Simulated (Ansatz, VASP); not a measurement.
TaTlF4 in VASP and in Ansatz

The input INCAR:

```
SYSTEM = TaTlF4
  ALGO = Normal
  EDIFF = 1E-7
  ENCUT = 520
  GGA = PE
  ISIF = 2
  ISMEAR = 0
  ISPIN = 2
  LASPH = .TRUE.
  LCHARG = .FALSE.
  LMAXMIX = 4
  LORBIT = 11
  LREAL = .FALSE.
  LWAVE = .FALSE.
  MAGMOM = 1 0 0 0 0 0
  NBANDS = 39
  NELM = 150
  PREC = Accurate
  SIGMA = 0.1
```

The input KPOINTS:

```
k-points
0
G
  6 6 4
  0 0 0
```

The input POSCAR:

```
TaTlF4
1.0
    3.4748489100      0.0000000000      0.0000000000
    0.0000000000      3.4748489100      0.0000000000
    0.0000000000      0.0000000000      4.7623642200
Ta Tl F
1 1 4
Direct
    0.5000000000      0.5000000000      0.0000000000
    0.5000000000      0.5000000000      0.5000000000
    0.5000000000      0.0000000000      0.2449151200
    0.0000000000      0.5000000000      0.7550848800
    0.5000000000      0.0000000000      0.7550848800
    0.0000000000      0.5000000000      0.2449151200
```

Input for Ansatz:

```yaml
crystal:
  lattice:
    - [3.47484891, 0.0, 0.0]
    - [0.0, 3.47484891, 0.0]
    - [0.0, 0.0, 4.76236422]
  atoms:
    - { symbol: Ta, position: [0.5, 0.5, 0.0], spin: 1.0 }
    - { symbol: Tl, position: [0.5, 0.5, 0.5] }
    - { symbol: F, position: [0.5, 0.0, 0.24491512] }
    - { symbol: F, position: [0.0, 0.5, 0.75508488] }
    - { symbol: F, position: [0.5, 0.0, 0.75508488] }
    - { symbol: F, position: [0.0, 0.5, 0.24491512] }
basis:
  ecutwfc: 420
kpoints:
  mp_grid: { grid: [6, 6, 4] }
hamiltonian:
  xc: pbe
scf:
  occupations: { method: gaussian, width: 0.1 }
  lower_state_search: "off"
output:
  forces: true
  stress: true
  eigenvalues: true
  populations: true
magnetization:
  spin_polarized: true
```

Alike in both runs: task single point; functional PBE; k mesh 6 × 6 × 4; occupations gaussian, width 0.1 eV; collinear spin.

```csv
,VASP,Ansatz
version,VASP 6.6.1,Ansatz 0.2.0
potentials or method,"VASP PAW PBE potentials, release 64 (Ta_pv, Tl_d, F), cutoff 520 eV","scalar-relativistic, plane waves, PAW"
valence electrons in the cell,52,54
```

Ansatz gave:

```
gap on the k mesh at the Fermi level (eV)                     : none
rms of the force components (eV/Å)                            : 1.918
net moment per atom (μB)                                      : 0.21
size of the moment on the site where the two differ most (μB) : 0.52
```

Q: What did VASP give for the same quantities?

A: gap on the k mesh at the Fermi level (eV): none; rms of the force components (eV/Å): 1.914; net moment per atom (μB): 0.21; size of the moment on the site where the two differ most (μB): 0.89.

Site moments also hang on the region over which each program counts them. Atom by atom the forces differ by 0.004 eV/Å (rms over components). A gap of «none» marks a metal or a gap that the smearing closes. VASP's potentials hold 52 valence electrons a cell and Ansatz's 54, so a difference there can come from the potentials and not from the codes.

Spin-orbit coupling is off throughout.
